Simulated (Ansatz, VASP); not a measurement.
# Ga3Se: VASP beside Ansatz

```
Ga Se
1.0
     2.84412    0.00000    0.00000
     0.00000    2.84412    0.00000
     0.00000    0.00000   10.09628
Ga Se
3 1
Direct
  0.50000 0.50000 0.00000
  0.00000 0.00000 0.77236
  0.00000 0.00000 0.22764
  0.00000 0.00000 0.50000
```

Alike in both runs: functional PBE; k mesh 14 × 14 × 6; occupations gaussian, width 0.1 eV; no spin polarisation.

Ansatz relaxed the structure, and its values are those at the end. VASP's run is a single point on that final structure, the one shown.

|  | VASP | Ansatz |
| --- | --- | --- |
| version | VASP 6.6.1 | Ansatz 0.2.0 |
| potentials or method | VASP PAW PBE potentials, release 64 (Ga_d, Se), cutoff 520 eV | scalar-relativistic, plane waves, PAW |
| valence electrons in the cell | 45 | 55 |

|  | VASP | Ansatz | Ansatz less VASP |
| --- | --- | --- | --- |
| gap on the k mesh at the Fermi level (eV) | none | none | - |
| pressure (GPa) | 0.1 | 0.0 | -0.10 |

A gap of «none» marks a metal or a gap that the smearing closes. VASP's potentials hold 45 valence electrons a cell and Ansatz's 55, so a difference there can come from the potentials and not from the codes.
